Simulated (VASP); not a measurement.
# GaSe5 (P-6m2) in VASP: notebook, part 2 of 2

VASP 6.6.1. Earlier steps stand in the parts before.

## 5. Relaxation of cell and atoms, PBE

This run uses another cell than the first one, of 22.48 Å³/atom.

INCAR

```
SYSTEM = GaSe5
PREC = Accurate ; ENCUT = 600
EDIFF = 1E-7 ; ISMEAR = 0
SIGMA = 0.1 ; LREAL = .FALSE.
LASPH = .TRUE. ; NELM = 100
ALGO = Normal ; ISIF = 3
LWAVE = .FALSE. ; LCHARG = .FALSE.
GGA = PE ; IBRION = 2
NSW = 100 ; EDIFFG = -0.01
```

KPOINTS

```
regular mesh
0
G
  12 12 4
  0 0 0
```

POSCAR

```
GaSe5
1.0
    3.7183049767      0.0000000000      0.0000000000
   -1.8591524884      3.2201465689      0.0000000000
    0.0000000000      0.0000000000     11.2639391574
Ga Se
1 5
Direct
    0.0000000000      0.0000000000      0.0000000000
    0.6666666667      0.3333333333      0.8602701417
    0.0000000000      0.0000000000      0.6567856193
    0.6666666667      0.3333333333      0.5000000000
    0.0000000000      0.0000000000      0.3432143807
    0.6666666667      0.3333333333      0.1397298583
```

Potentials or basis: VASP PAW PBE potentials, release 64 (Ga_d, Se).

Command:

```sh
> cat potpaw_PBE.64/Ga_d/POTCAR potpaw_PBE.64/Se/POTCAR > POTCAR
> mpirun -np 1 vasp_std > vasp.out
```

OUTCAR:

```text
SYSTEM = GaSe5
   PREC = Accurate
   ENCUT = 600
   EDIFF = 1E-7
   ISMEAR = 0
   LREAL = .FALSE.
   LASPH = .TRUE.
   NELM = 100
   ISIF = 3
   GGA = PE
   IBRION = 2
   NSW = 100
   EDIFFG = -0.01

 ion  position               nearest neighbor table
   1  0.000  0.000  0.000-   2 2.66   6 2.66   2 2.66   6 2.66   2 2.66   6 2.66
   2  0.667  0.333  0.860-   1 2.66   1 2.66   1 2.66
   3  0.000  0.000  0.657-   4 2.78   4 2.78   4 2.78
   4  0.667  0.333  0.500-   3 2.78   5 2.78   3 2.78   5 2.78   3 2.78   5 2.78
   5  0.000  0.000  0.343-   4 2.78   4 2.78   4 2.78
   6  0.667  0.333  0.140-   1 2.66   1 2.66   1 2.66

  LATTYP: Found a hexagonal cell.
 ALAT       =     3.7183049767
 C/A-ratio  =     3.0293209481

  Lattice vectors:

 A1 = (   3.7183049767,   0.0000000000,   0.0000000000)
 A2 = (  -1.8591524884,   3.2201465689,   0.0000000000)
 A3 = (   0.0000000000,   0.0000000000,  11.2639391574)

Analysis of symmetry for initial positions (statically):
=====================================================================
 Subroutine PRICEL returns:
 Original cell was already a primitive cell.

 Routine SETGRP: Setting up the symmetry group for a
 hexagonal supercell.

 Subroutine GETGRP returns: Found 12 space group operations
 (whereof 12 operations were pure point group operations)
 out of a pool of 24 trial point group operations.

The static configuration has the point symmetry D_3h.

Analysis of symmetry for dynamics (positions and initial velocities):
=====================================================================
 Subroutine PRICEL returns:
 Original cell was already a primitive cell.

 Routine SETGRP: Setting up the symmetry group for a
 hexagonal supercell.

 Subroutine GETGRP returns: Found 12 space group operations
 (whereof 12 operations were pure point group operations)
 out of a pool of 24 trial point group operations.

The dynamic configuration has the point symmetry D_3h.

 Subroutine INISYM returns: Found 12 space group operations
 (whereof 12 operations are pure point group operations),
 and found     1 'primitive' translations

----------------------------------------------------------------------------------------

                                     Primitive cell

  volume of cell :     134.8686

  direct lattice vectors                    reciprocal lattice vectors
     3.718304977  0.000000000  0.000000000     0.268939747  0.155272435  0.000000000
    -1.859152488  3.220146569  0.000000000     0.000000000  0.310544871  0.000000000
     0.000000000  0.000000000 11.263939157     0.000000000  0.000000000  0.088778889

  length of vectors
     3.718304977  3.718304977 11.263939157     0.310544871  0.310544871  0.088778889

[... 119 lines left out ...]
 conjugate gradient relaxation of ions
 non-spin polarized calculation
 Gauss-broadening in eV      SIGMA  =   0.10
  energy-cutoff  :      600.00
  volume of cell :      134.87
 maximum number of plane-waves:      4545
 NGX is ok and might be reduce to    30
   NGX = 15   NGY = 15   NGZ = 45

--------------------------------------- Ionic step        1  -------------------------------------------

 number of electron      43.0000008 magnetization

 Free energy of the ion-electron system (eV)
  ---------------------------------------------------
  ext. energy  EPLUGINS =         0.00000000
  ---------------------------------------------------
  free energy    TOTEN  =       -19.59267087 eV

  energy without entropy =      -19.57299424  energy(sigma->0) =      -19.58283255

------------------------ aborting loop because EDIFF is reached ----------------------------------------

  FORCE on cell =-STRESS in cart. coord.  units (eV):
  Direction    XX          YY          ZZ          XY          YZ          ZX
  --------------------------------------------------------------------------------------
  -------------------------------------------------------------------------------------
  Total        0.0410783      0.0410783      0.0486070     -0.0000000      0.0000000     -0.0000000
  in kB        0.4879915      0.4879915      0.5774284     -0.0000000      0.0000000     -0.0000000
  external PRESSURE =       0.5178038 kB  Pullay stress =       0.0000000 kB

 VOLUME and BASIS-vectors are now :
 -----------------------------------------------------------------------------
  energy-cutoff  :      600.00
  volume of cell :      134.87
      direct lattice vectors                 reciprocal lattice vectors
     3.718304977  0.000000000  0.000000000     0.268939747  0.155272435  0.000000000
    -1.859152488  3.220146569  0.000000000     0.000000000  0.310544871  0.000000000
     0.000000000  0.000000000 11.263939157     0.000000000  0.000000000  0.088778889

 POSITION                                       TOTAL-FORCE (eV/Angst)
 -----------------------------------------------------------------------------------
      0.00000      0.00000      0.00000        -0.000000      0.000000      0.000000
      1.85915      1.07338      9.69003         0.000000      0.000000     -0.017452
      0.00000      0.00000      7.39799         0.000000     -0.000000      0.005270
      1.85915      1.07338      5.63197         0.000000     -0.000000      0.000000
      0.00000      0.00000      3.86595         0.000000     -0.000000     -0.005270
      1.85915      1.07338      1.57391         0.000000      0.000000      0.017452
 -----------------------------------------------------------------------------------
    total drift:                               -0.000001      0.000001      0.000000

  FREE ENERGIE OF THE ION-ELECTRON SYSTEM (eV)
  ---------------------------------------------------
  free  energy   TOTEN  =       -19.5926708719 eV

  energy  without entropy=      -19.5729942374  energy(sigma->0) =      -19.58283255

--------------------------------------- Ionic step        2  -------------------------------------------

 number of electron      43.0000009 magnetization

 Free energy of the ion-electron system (eV)
  ---------------------------------------------------
  ext. energy  EPLUGINS =         0.00000000
  ---------------------------------------------------
  free energy    TOTEN  =       -19.59270166 eV

  energy without entropy =      -19.57300310  energy(sigma->0) =      -19.58285238

 E-fermi :   4.3362     XC(G=0):  -9.9300

 val. band max:        4.3318614525   @ k =   0.0833  -0.0000   0.2500
 cond. band min:       4.3462819372   @ k =   0.2500  -0.0000   0.2500
 fundamental gap:      0.0144204847
 Fermi energy:         4.3362033550

 k-point     1 :       0.0000    0.0000    0.0000
  band No.  band energies     occupation
      1     -11.5247      2.00000
      2     -10.6609      2.00000
      3     -10.6609      2.00000
      4     -10.6183      2.00000
      5     -10.6183      2.00000
      6     -10.6175      2.00000
[... 661 lines left out ...]
     24       5.5841      0.00000
     25       5.6676      0.00000

 [... further k-points ...]
[... 5 lines left out ...]
  --------------------------------------------------------------------------------------
  -------------------------------------------------------------------------------------
  Total       -0.0102065     -0.0102065     -0.0399009      0.0000000     -0.0000000     -0.0000000
  in kB       -0.1211210     -0.1211210     -0.4735068      0.0000000     -0.0000000     -0.0000000
  external PRESSURE =      -0.2385829 kB  Pullay stress =       0.0000000 kB

 VOLUME and BASIS-vectors are now :
 -----------------------------------------------------------------------------
  energy-cutoff  :      600.00
  volume of cell :      135.01
      direct lattice vectors                 reciprocal lattice vectors
     3.719533088 -0.000000000 -0.000000000     0.268850949  0.155221168  0.000000000
    -1.859766544  3.221210144  0.000000000     0.000000000  0.310442335 -0.000000000
    -0.000000000  0.000000000 11.268341347     0.000000000  0.000000000  0.088744205

 POSITION                                       TOTAL-FORCE (eV/Angst)
 -----------------------------------------------------------------------------------
      3.71953     -0.00000     -0.00000         0.000000     -0.000000      0.000000
      1.85977      1.07374      9.69298         0.000000     -0.000000     -0.006915
     -1.85977      3.22121      7.40114         0.000000     -0.000000     -0.000330
      1.85977      1.07374      5.63417        -0.000000      0.000000      0.000000
     -1.85977      3.22121      3.86720        -0.000000      0.000000      0.000330
      1.85977      1.07374      1.57537        -0.000000      0.000000      0.006915
 -----------------------------------------------------------------------------------
    total drift:                               -0.000001      0.000001      0.000000

  FREE ENERGIE OF THE ION-ELECTRON SYSTEM (eV)
  ---------------------------------------------------
  free  energy   TOTEN  =       -19.5927016603 eV

  energy  without entropy=      -19.5730030997  energy(sigma->0) =      -19.58285238

 reached required accuracy - stopping structural energy minimisation
```

Run time: 5.1 min. Hardware: 1 thread of Intel Xeon Platinum 8375C at 2.90GHz (Ice Lake), shared host; peak memory 0.42 GiB.

Results:

| Item | Value |
| --- | --- |
| Free energy | -19.5927 eV |
| Relaxed volume | 22.50 Å³/atom |
| Relaxed cell | a = 3.720 Å, b = 3.720 Å, c = 11.268 Å, α = 90.00°, β = 90.00°, γ = 120.00° |
| Space group after relaxing (to 0.1 Å) | P-6m2 (No. 187) |
| Energy gained by relaxing | 0.0 meV/atom |
| Ionic steps | 2 |
| Pressure after relaxing | 0.0 GPa |
| Largest force after relaxing | 0.007 eV/Å |
| Band gap on the k mesh | zero (an odd number of electrons rules out a gap without spin polarisation) |

Forces in eV/Å, atoms in the order of the input:
```
Ga   0.000  0.000  0.000
Se   0.000  0.000 -0.007
Se   0.000  0.000  0.000
Se   0.000  0.000  0.000
Se   0.000  0.000  0.000
Se   0.000  0.000  0.007
```

Final structure:
```yaml
crystal:
  lattice:
    - [3.71953, 0.00000, 0.00000]
    - [-1.85977, 3.22121, 0.00000]
    - [0.00000, 0.00000, 11.26834]
  atoms:
    - { symbol: Ga, position: [0.00000, 0.00000, 0.00000] }
    - { symbol: Se, position: [0.66667, 0.33333, 0.86020] }
    - { symbol: Se, position: [0.00000, 0.00000, 0.65681] }
    - { symbol: Se, position: [0.66667, 0.33333, 0.50000] }
    - { symbol: Se, position: [0.00000, 0.00000, 0.34319] }
    - { symbol: Se, position: [0.66667, 0.33333, 0.13980] }
```

Levels at points of the mesh, in eV from the Fermi level:
```csv
k point,band 19,band 20,band 21,band 22,band 23,band 24
"(0.00, 0.00, 0.00)",-0.78,-0.78,0.17,0.17,0.50,0.50
"(0.50, 0.00, 0.00)",-1.91,-1.72,-0.32,0.08,0.67,0.98
"(0.00, 0.00, 0.50)",-0.27,-0.26,-0.26,0.22,0.41,0.59
"(0.50, 0.00, 0.50)",-1.44,-1.12,-1.10,-0.71,-0.15,1.53
```

Caveat: an odd number of electrons without spin polarisation forces a metal; a magnetic or distorted state may lie lower.

## 6. The runs side by side

| task | cell | k mesh | cutoff (eV) | gap on the mesh (eV) | pressure (GPa) | relaxed volume (Å³/atom) | largest force (eV/Å) |
| --- | --- | --- | --- | --- | --- | --- | --- |
| relaxation of cell and atoms | relaxed from a = 3.578, b = 3.578, c = 18.079 Å, angles 90.0, 90.0, 120.0°, 6 atoms, atomic positions A | 6 × 6 × 1 | 600 | none | -0.2 | 22.87 | 0.01 |
| single point | a = 3.718, b = 3.718, c = 11.264 Å, angles 90.0, 90.0, 120.0°, 6 atoms, atomic positions B | 12 × 12 × 4 | 520 | none | 0.1 | - | 0.02 |
| relaxation of cell and atoms | relaxed from a = 3.718, b = 3.718, c = 11.264 Å, angles 90.0, 90.0, 120.0°, 6 atoms, atomic positions B | 12 × 12 × 4 | 600 | none | 0.0 | 22.50 | 0.01 |

Alike in all rows: level PBE; potentials or basis VASP PAW PBE potentials, release 64 (Ga_d, Se); no spin polarisation; smearing gaussian 0.1 eV.

Caveats: an odd number of electrons without spin polarisation forces a metal; a magnetic or distorted state may lie lower; the volume moved by over 15 % at a fixed basis, so the end points are rough (at least some runs).

Absolute energies hang on the potentials; compare differences alone.

The gap in the log of VASP goes by the Fermi energy; the results here count the filled bands.